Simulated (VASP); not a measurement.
# H4CO in VASP: a series of runs, part 2 of 2

VASP 6.6.1. Earlier steps stand in the parts before.

## (3) Single point, PBE+D3(BJ)

INCAR reads:

```
PREC = Accurate
ENCUT = 520
EDIFF = 1E-6
ISMEAR = -1
SIGMA = 0.05
LREAL = Auto
LASPH = True
NELM = 120
ALGO = Normal
ISIF = 2
LWAVE = False
LCHARG = False
GGA = PE
IVDW = 12
NBANDS = 66
GGA_COMPAT = False
```

KPOINTS reads:

```
regular mesh
0
Gamma
  1 1 1
```

POSCAR reads:

```
H4CO
1.0
    7.3803230000      0.0000000000      0.0000000000
    0.0000000000      7.3803230000      0.0000000000
    0.0000000000      0.0000000000      7.3803230000
C O H
6 6 24
Direct
    0.9899702222      0.0490493438      0.7415800094
    0.9029008622      0.1612802041      0.2956239178
    0.6155421653      0.7216621820      0.7934476580
    0.5589186273      0.5444070673      0.2729148846
    0.4965365337      0.2233642078      0.8262511004
    0.1226911072      0.5881991886      0.4924039232
    0.9307858206      0.1734205942      0.8737422468
    0.9722338711     -0.0087936531      0.2368460025
    0.4524327729      0.8255871728      0.7651833124
    0.4263228046      0.4604270030      0.1555351981
    0.5445154636      0.1261462405      0.9905257534
    0.1818619592      0.4591804451      0.6148375891
    1.1123361403      0.0934376449      0.6670439763
    0.8281886850      0.1154556515      0.9372896010
    1.0159446951     -0.0845897937      0.7983796915
    0.8817771255      0.0346868287      0.6456763478
    0.8783355417      0.2425368104      0.1682446690
    0.9984657853     -0.0780453647      0.3460417654
    0.7636386646      0.1409965390      0.3578027683
    0.9917316627      0.2434175306      0.3883163379
    0.5682271630      0.5960985718      0.8573066518
    0.4919161397      0.9327234052      0.7017579041
    0.6924764675      0.6954709164      0.6674504625
    0.7118794123      0.7848030499      0.8988224499
    0.5299768045      0.6907827747      0.2668446896
    0.4505493865      0.3234682276      0.1418230611
    0.5459517151      0.4945041023      0.4134913878
    0.6981266267      0.5142051371      0.2279439531
    0.5806249943      0.3458385222      0.8224030303
    0.4824179104      0.0125739754      0.9788731469
    0.5328222085      0.1448446091      0.7010668774
    0.3525048971      0.2618178093      0.8163734839
    0.1448852577      0.5384046200      0.3557838864
    0.1675265432      0.5206411698      0.7377319394
   -0.0279391566      0.6173307049      0.5060212134
    0.2001809406      0.7162288155      0.5078368521
```

Potentials or basis: VASP PAW PBE potentials, release 64 (C, O, H).

The run is started by

```bash
cat potpaw_PBE.64/C/POTCAR potpaw_PBE.64/O/POTCAR potpaw_PBE.64/H/POTCAR > POTCAR
mpirun -np 1 vasp_gam > vasp.out
```

OUTCAR:

```text
PREC = Accurate
   ENCUT = 520
   EDIFF = 1E-6
   ISMEAR = -1
   LREAL = Auto
   LASPH = True
   NELM = 120
   ISIF = 2
   GGA = PE
   IVDW = 12
 IVDW          = 12

 ion  position               nearest neighbor table
   1  0.990  0.049  0.742-  16 1.07  15 1.09  13 1.11   7 1.41
   2  0.903  0.161  0.296-  20 1.12  17 1.13  19 1.14   8 1.42
   3  0.616  0.722  0.793-  21 1.10  23 1.11  24 1.15   9 1.44
   4  0.559  0.544  0.273-  25 1.10  28 1.10  27 1.11  10 1.45
   5  0.497  0.223  0.826-  29 1.10  32 1.10  31 1.12  11 1.45
   6  0.123  0.588  0.492-  33 1.09  36 1.11  35 1.14  12 1.38
   7  0.931  0.173  0.874-  14 0.99   1 1.41
   8  0.972  0.991  0.237-  18 0.97   2 1.42
   9  0.452  0.826  0.765-  22 0.96   3 1.44
  10  0.426  0.460  0.156-  26 1.03   4 1.45
  11  0.545  0.126  0.991-  30 0.96   5 1.45
  12  0.182  0.459  0.615-  34 1.02   6 1.38
  13  0.112  0.093  0.667-   1 1.11
  14  0.828  0.115  0.937-   7 0.99
  15  0.016  0.915  0.798-   1 1.09
  16  0.882  0.035  0.646-   1 1.07
  17  0.878  0.243  0.168-   2 1.13
[... 17 lines left out ...]
  35  0.972  0.617  0.506-   6 1.14
  36  0.200  0.716  0.508-   6 1.11

  LATTYP: Found a simple cubic cell.
 ALAT       =     7.3803230000

  Lattice vectors:

 A1 = (   7.3803230000,   0.0000000000,   0.0000000000)
 A2 = (   0.0000000000,   7.3803230000,   0.0000000000)
 A3 = (   0.0000000000,   0.0000000000,   7.3803230000)

Analysis of symmetry for initial positions (statically):
=====================================================================
 Subroutine PRICEL returns:
 Original cell was already a primitive cell.

 Routine SETGRP: Setting up the symmetry group for a
 simple cubic supercell.

 Subroutine GETGRP returns: Found  1 space group operations
 (whereof  1 operations were pure point group operations)
 out of a pool of 48 trial point group operations.

[... 180 lines left out ...]
  Fermi-wavevector in a.u.,A,eV,Ry     =   0.971462  1.835797 12.840345  0.943739
  Thomas-Fermi vector in A             =   2.101681
   LORBIT       =      0    0 simple, 1 ext, 2 COOP (PROOUT), +10 PAW based schemes
   GGA     = PE    functional components
   LHFCALC =     F    Hartree Fock is set to
   AEXX    =    0.0000 exact exchange contribution
   IVDW    =    12    specifies the selected vdW correction
   LEPSILON=     F    determine dielectric tensor
   LRPA    =     F    only Hartree local field effects (RPA)
 non-spin polarized calculation
  energy-cutoff  :      520.00
  volume of cell :      402.00
 maximum number of plane-waves:      5414
 NGX is ok and might be reduce to    54
   NGX = 27   NGY = 27   NGZ = 27

 number of electron      84.0000002 magnetization

 Free energy of the ion-electron system (eV)
  ---------------------------------------------------
  ext. energy  EPLUGINS =         0.00000000
  ---------------------------------------------------
  free energy    TOTEN  =      -181.45128392 eV

  energy without entropy =     -181.45128392  energy(sigma->0) =     -181.45128392

 E-fermi :  -1.7189     XC(G=0):  -6.3750

 val. band max:       -3.0020064828   @ k =   0.0000   0.0000   0.0000
 cond. band min:       1.5190034702   @ k =   0.0000   0.0000   0.0000
 fundamental gap:      4.5210099530
 Fermi energy:        -1.7188783395

 k-point     1 :       0.0000    0.0000    0.0000
  band No.  band energies     occupation
      1     -23.2938      2.00000
      2     -22.9269      2.00000
      3     -22.7072      2.00000
      4     -22.4975      2.00000
      5     -22.2733      2.00000
      6     -21.6997      2.00000
[... 46 lines left out ...]
     53       4.9330      0.00000
     54       5.1493      0.00000
 [bands above 54 left out]

------------------------ aborting loop because EDIFF is reached ----------------------------------------

 Edisp (eV)   -1.23363

 E8    (eV) :    -0.2675

  FORCE on cell =-STRESS in cart. coord.  units (eV):
  Direction    XX          YY          ZZ          XY          YZ          ZX
  --------------------------------------------------------------------------------------
  -------------------------------------------------------------------------------------
  Total      -4.58065     0.46555    -2.09910    -0.35889    -2.20693     0.72746
  in kB     -18.25626     1.85545    -8.36600    -1.43036    -8.79573     2.89931
  external pressure =       -8.26 kB  Pullay stress =        0.00 kB

 VOLUME and BASIS-vectors are now :
 -----------------------------------------------------------------------------
  energy-cutoff  :      520.00
  volume of cell :      402.00
      direct lattice vectors                 reciprocal lattice vectors
     7.380323000  0.000000000  0.000000000     0.135495425  0.000000000  0.000000000
     0.000000000  7.380323000  0.000000000     0.000000000  0.135495425  0.000000000
     0.000000000  0.000000000  7.380323000     0.000000000  0.000000000  0.135495425

 POSITION                                       TOTAL-FORCE (eV/Angst)
 -----------------------------------------------------------------------------------
      7.30630      0.36200      5.47310         0.297918     -0.218688     -0.029829
      6.66370      1.19030      2.18180        -1.234618      0.962570     -0.448991
      4.54290      5.32610      5.85590         0.515849      0.082696      1.269545
      4.12500      4.01790      2.01420        -0.382420     -0.675043     -0.244130
      3.66460      1.64850      6.09800         0.326891      0.079674     -0.368612
      0.90550      4.34110      3.63410        -1.053083      1.386317     -0.816845
[... 28 lines left out ...]
      7.17412      4.55610      3.73460         0.701088     -0.049067     -0.044505
      1.47740      5.28600      3.74800        -0.192060     -0.016349     -0.086790
 -----------------------------------------------------------------------------------
    total drift:                               -0.006849     -0.027746      0.005371

  FREE ENERGIE OF THE ION-ELECTRON SYSTEM (eV)
  ---------------------------------------------------
  free  energy   TOTEN  =      -182.6849154043 eV

  energy  without entropy=     -182.6849154043  energy(sigma->0) =     -182.68491540
```

OSZICAR:

```text
N       E                     dE             d eps       ncg     rms          rms(c)
DAV:   1     0.629495531046E+03    0.62950E+03   -0.41946E+04   132   0.114E+03
DAV:   2    -0.116759528585E+03   -0.74626E+03   -0.71425E+03   168   0.265E+02
DAV:   3    -0.196168680539E+03   -0.79409E+02   -0.78856E+02   160   0.935E+01
DAV:   4    -0.198008177430E+03   -0.18395E+01   -0.18316E+01   168   0.159E+01
DAV:   5    -0.198047302898E+03   -0.39125E-01   -0.39077E-01   176   0.220E+00    0.235E+01
DAV:   6    -0.183748263222E+03    0.14299E+02   -0.28516E+01   168   0.187E+01    0.113E+01
DAV:   7    -0.181829206265E+03    0.19191E+01   -0.30698E+00   168   0.636E+00    0.581E+00
DAV:   8    -0.181460341918E+03    0.36886E+00   -0.12092E+00   168   0.522E+00    0.119E+00
DAV:   9    -0.181442947984E+03    0.17394E-01   -0.23941E-01   168   0.250E+00    0.655E-01
DAV:  10    -0.181449617310E+03   -0.66693E-02   -0.53669E-02   152   0.840E-01    0.326E-01
DAV:  11    -0.181449439450E+03    0.17786E-03   -0.12244E-02   168   0.528E-01    0.182E-01
DAV:  12    -0.181451193549E+03   -0.17541E-02   -0.46208E-03   144   0.296E-01    0.473E-02
DAV:  13    -0.181451282499E+03   -0.88950E-04   -0.42238E-04   160   0.900E-02    0.291E-02
DAV:  14    -0.181451289234E+03   -0.67347E-05   -0.12161E-04   144   0.476E-02    0.145E-02
DAV:  15    -0.181451284731E+03    0.45029E-05   -0.16229E-05   152   0.221E-02    0.625E-03
DAV:  16    -0.181451283923E+03    0.80772E-06   -0.77428E-06   152   0.129E-02
   1 F= -.18268492E+03 E0= -.18268492E+03  d E =-.326401E-10
```

stdout:

```text
POSCAR found type information on POSCAR C O H
 POSCAR found :  3 types and      36 ions
 scaLAPACK will be used
 LDA part: xc-table for (Slater+PW92), standard interpolation
 POSCAR, INCAR and KPOINTS ok, starting setup
 FFT: planning ... GRIDC
 FFT: planning ... GRID_SOFT
 FFT: planning ... GRID
 WAVECAR not read
 entering main loop
```

Wall time 40 s (1 thread of AMD EPYC 7R43 (Zen 3), shared host); peak memory 0.35 GiB.

What came out:

```yaml
Free_energy: -182.6849 eV
Pressure: -0.8 GPa
Largest_force: 2.714 eV/Å
Band_gap_on_the_k_mesh: 4.52 eV
Dispersion_energy_per_atom: -0.034 eV
```

Forces on the atoms (eV/Å):
```
C    0.298 -0.219 -0.030
C   -1.235  0.963 -0.449
C    0.516  0.083  1.270
C   -0.382 -0.675 -0.244
C    0.327  0.080 -0.369
C   -1.053  1.386 -0.817
O    0.000  0.276  0.516
O    0.381 -0.058  0.257
O    0.469 -0.510  0.242
O    0.318 -1.499 -0.032
O    0.141  1.113 -0.496
O    0.122  0.148  2.707
H   -0.286  0.297  0.448
H    0.316  0.301 -0.182
H    0.260 -0.394  0.265
H   -0.643 -0.277 -1.114
H    0.353 -0.395  0.887
H    0.046 -0.141 -0.086
H    0.789  0.275 -0.067
H   -0.299 -0.661 -0.381
H    0.110 -0.126 -0.208
H   -0.153  0.516 -0.406
H   -0.249  0.003  0.135
H   -0.800 -0.242 -0.952
H    0.199 -0.126  0.087
H   -0.036  1.905  0.315
H   -0.094  0.168 -0.014
H    0.023  0.242 -0.084
H   -0.071 -0.111  0.018
H   -0.502 -1.052  0.096
H   -0.019  0.349  0.363
H    0.178 -0.182  0.248
H    0.130 -0.181 -0.371
H    0.336 -1.191 -1.423
H    0.701 -0.049 -0.045
H   -0.192 -0.016 -0.087
```

Stress tensor (GPa, compression positive):
```
-1.83 -0.14  0.29
-0.14  0.19 -0.88
 0.29 -0.88 -0.84
```

Caveat: the k points lie up to 0.85 Å⁻¹ apart.

## (4) Single point, PBE+D3(BJ)

INCAR reads:

```
SYSTEM = H4CO
  ALGO = Normal
  EDIFF = 1E-6
  ENCUT = 520
  GGA = PE
  GGA_COMPAT = .FALSE.
  ISIF = 2
  ISMEAR = -1
  IVDW = 12
  LASPH = .TRUE.
  LCHARG = .FALSE.
  LREAL = Auto
  LWAVE = .FALSE.
  NBANDS = 66
  NELM = 120
  PREC = Accurate
  SIGMA = 0.05
```

KPOINTS reads:

```
k-points
0
G
  1 1 1
  0 0 0
```

POSCAR reads:

```
H4CO
1.0
    7.3803230000      0.0000000000      0.0000000000
    0.0000000000      7.3803230000      0.0000000000
    0.0000000000      0.0000000000      7.3803230000
C O H
6 6 24
Direct
    0.9812985150      0.0193080980      0.7361466429
    0.8979688287      0.1806154013      0.2860714904
    0.6256636735      0.7166488513      0.7918217130
    0.5534581617      0.5401254119      0.2882529667
    0.5016447112      0.2394475147      0.8198828154
    0.1253739166      0.5835787946      0.4977830916
    0.9188215746      0.1588683856      0.8511958081
    0.9720712766      0.0047287903      0.2313719874
    0.4632317583      0.8287306667      0.7830280599
    0.4108763261      0.4632995060      0.1798566269
    0.5331880461      0.1260784928      0.9818133976
    0.1629874465      0.4401568874      0.6089841867
    1.0657257142      0.0873132517      0.6299588785
    0.8228772643      0.0947113019      0.9190112682
    1.0517696854     -0.0859311984      0.8093819200
    0.8752191469     -0.0378032235      0.6544022531
    0.9019794933      0.2643515738      0.1630145456
    0.9590772653     -0.0779911665      0.3338607267
    0.7538558949      0.1609414656      0.3334406909
    0.9793473809      0.2488237981      0.3919340658
    0.5946758699      0.6113689062      0.8838231064
    0.4449805246      0.8962615864      0.6707565509
    0.6610008803      0.6558927028      0.6595104306
    0.7393985331      0.8043956884      0.8464128196
    0.5211154038      0.6864469211      0.2804077816
    0.4214856179      0.3271672527      0.1811167343
    0.5414397175      0.5174434777      0.4327588372
    0.6940482144      0.5235001232      0.2383635513
    0.5490816594      0.3743467596      0.8484723501
    0.4883932587      0.0070999603      0.9555950329
    0.5761807444      0.1766860339      0.7045762089
    0.3552419047      0.2480243751      0.7943283783
    0.1832982107      0.5522929010      0.3696721675
    0.1198863519      0.4603186067      0.7381384256
   -0.0237252489      0.6122089778      0.4896669157
    0.1875256679      0.7149822576      0.5433502030
```

The run is started by

```bash
cat potpaw_PBE.64/C/POTCAR potpaw_PBE.64/O/POTCAR potpaw_PBE.64/H/POTCAR > POTCAR
mpirun -np 1 vasp_gam > vasp.out
```

It took 39 s on 1 thread of AMD EPYC 7R43 (Zen 3), shared host; peak memory 0.34 GiB.

Results (log left out):

```yaml
Free_energy: -182.4878 eV
Pressure: -0.3 GPa
Largest_force: 3.165 eV/Å
Band_gap_on_the_k_mesh: 4.59 eV
Dispersion_energy_per_atom: -0.034 eV
```

Forces on the atoms (eV/Å):
```
C    1.120  1.469 -1.326
C   -0.395 -0.695  0.005
C    0.360  2.098 -0.819
C   -0.671  1.488 -0.654
C   -0.297 -1.700  0.518
C   -0.987  2.370  0.407
O   -0.683 -0.592  0.369
O   -0.133  0.488  0.298
O   -0.246 -0.513  0.134
O    0.636 -1.509  0.324
O    0.654  2.025  0.122
O    0.013 -1.358  2.859
H    0.206 -0.414  0.689
H    0.020  0.885  0.370
H    0.503 -0.460  0.189
H   -0.971 -0.569 -0.323
H   -0.138 -0.100  0.136
H    0.044  0.161 -0.100
H    0.711  0.342 -0.268
H   -0.084 -0.279 -0.040
H   -0.269 -0.862  0.969
H    0.513 -0.328  0.031
H    0.023  0.257  0.191
H   -0.594 -0.899 -0.400
H    0.358  0.058 -0.174
H    0.071  1.143 -0.202
H    0.023 -0.871  0.512
H   -0.319 -0.368  0.002
H    0.375  0.237  0.118
H   -0.521 -0.986 -0.569
H   -0.272  0.503  0.126
H    0.108 -0.077 -0.216
H    0.138 -0.195 -1.220
H    0.452 -0.183 -1.727
H    0.302 -0.158 -0.315
H   -0.050 -0.405 -0.016
```

Stress tensor (GPa, compression positive):
```
-0.78  0.24  0.26
 0.24 -0.06 -0.29
 0.26 -0.29  0.02
```

Levels at points of the mesh, in eV from the valence-band top:
| k point | band 38 | band 39 | band 40 | band 41 | band 42 | band 43 | band 44 | band 45 | band 46 | band 47 |
| --- | --- | --- | --- | --- | --- | --- | --- | --- | --- | --- |
| (0.00, 0.00, 0.00) | -0.33 | -0.22 | -0.16 | -0.10 | 0.00 | 4.59 | 5.61 | 5.97 | 6.39 | 6.75 |

Caveat: the k points lie up to 0.85 Å⁻¹ apart.

## (5) Overview

```csv
cell,gap on the mesh (eV),pressure (GPa),largest force (eV/Å)
"as given, atomic positions A",4.60,0.0,0.29
"as given, atomic positions B",4.52,-0.8,2.71
"as given, atomic positions C",4.59,-0.3,3.16
```

Alike in all rows: task single point; level PBE+D3(BJ); potentials or basis VASP PAW PBE potentials, release 64 (C, O, H); no spin polarisation; k mesh 1 × 1 × 1; cutoff (eV) 520; smearing fermi-dirac 0.05 eV.

Caveats: all runs use coarse meshes.

Total energies depend on the potentials used, so only differences within one code and one set of settings carry meaning.
